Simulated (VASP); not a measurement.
Wanted: the native input for a VASP 6.6.1 run.

```yaml
Task: single point
Functional: LDA
Potentials_or_basis: VASP PAW LDA potentials, release 64 (Cu)
Cutoff: 520 eV
k_mesh: 8 × 8 × 8
Occupations: gaussian, width 0.1 eV
Spin: no spin polarisation
Dipole_correction: no
Further_INCAR_settings: ALGO = Normal; EDIFF = 1e-07; NBANDS = 12
```

The structure of Cu lies in POSCAR:

```
Cu
1.0
    0.0000000000      1.8075000000      1.8075000000
    1.8075000000      0.0000000000      1.8075000000
    1.8075000000      1.8075000000      0.0000000000
Cu
1
Direct
    0.0000000000      0.0000000000      0.0000000000
```

The input as run:

INCAR

```
ALGO = Normal
EDIFF = 1E-7
ENCUT = 520
ISIF = 2
ISMEAR = 0
LASPH = True
LCHARG = True
LELF = True
LREAL = False
LVHAR = True
LWAVE = False
NBANDS = 12
NELM = 80
PREC = Accurate
SIGMA = 0.1
```

KPOINTS

```
k-points
0
Gamma
  8 8 8
```

Potentials or basis: VASP PAW LDA potentials, release 64 (Cu).

Run with:

```sh
$ cat potpaw_LDA.64/Cu/POTCAR > POTCAR
$ mpirun -np 1 vasp_std > vasp.out
```

Results of the run:

The pressure is -10.9 GPa.

Caveat: the k points lie up to 0.38 Å⁻¹ apart.

Wall time 4.3 s on 1 thread of Intel(R) Xeon(R) Platinum 8259CL CPU @ 2.50GHz (Skylake/Cascade Lake), with other jobs on the host, peak memory 0.11 GiB.
